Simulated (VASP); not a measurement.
Input of a VASP 6.6.1 run:

File INCAR:

```
  PREC = Accurate
  ENCUT = 520
  EDIFF = 1E-6
  ISMEAR = 0
  SIGMA = 0.1
  LREAL = F
  LASPH = T
  NELM = 100
  ALGO = Fast
  ISIF = 2
  LWAVE = F
  LCHARG = F
  GGA = PE
  NBANDS = 46
```

KPOINTS

```
Automatic mesh
0
Gamma
  6 6 8
```

POSCAR

```
Al2Cu
1.0
    6.0259957793      0.0000000000      0.0000000000
    0.0000000000      6.0259957793      0.0000000000
    0.0000000000      0.0000000000      4.9805430665
Al Cu
8 4
Direct
    0.1595862552      0.3404137448      0.0000000000
    0.1595862552      0.6595862552      0.5000000000
    0.8404137448      0.3404137448      0.5000000000
    0.8404137448      0.6595862552      0.0000000000
    0.6595862552      0.8404137448      0.5000000000
    0.6595862552      0.1595862552      0.0000000000
    0.3404137448      0.8404137448      0.0000000000
    0.3404137448      0.1595862552      0.5000000000
    0.0000000000      0.0000000000      0.7500000000
    0.0000000000      0.0000000000      0.2500000000
    0.5000000000      0.5000000000      0.2500000000
    0.5000000000      0.5000000000      0.7500000000
```

Potentials or basis: VASP PAW PBE potentials, release 64 (Al, Cu).

Command:

```console
$ cat potpaw_PBE.64/Al/POTCAR potpaw_PBE.64/Cu/POTCAR > POTCAR
$ mpirun -np 1 vasp_std > vasp.out
```

Question: Predict the pressure.

Answer: -0.6 GPa.

Question: What does it give for the band gap on the k mesh?

Answer: Zero (band 34 reaches 8.98 eV, above the bottom of band 35 at 7.01 eV).

Forces on the atoms (eV/Å):
```
Al  -0.002  0.002  0.000
Al  -0.002 -0.002  0.000
Al   0.002  0.002  0.000
Al   0.002 -0.002  0.000
Al  -0.002  0.002  0.000
Al  -0.002 -0.002  0.000
Al   0.002  0.002  0.000
Al   0.002 -0.002  0.000
Cu   0.000  0.000  0.000
Cu   0.000  0.000  0.000
Cu   0.000  0.000  0.000
Cu   0.000  0.000  0.000
```

Caveat: the cell differs from its parent crystal (uniaxial strain along c: +2.0 %, then relaxed in part).
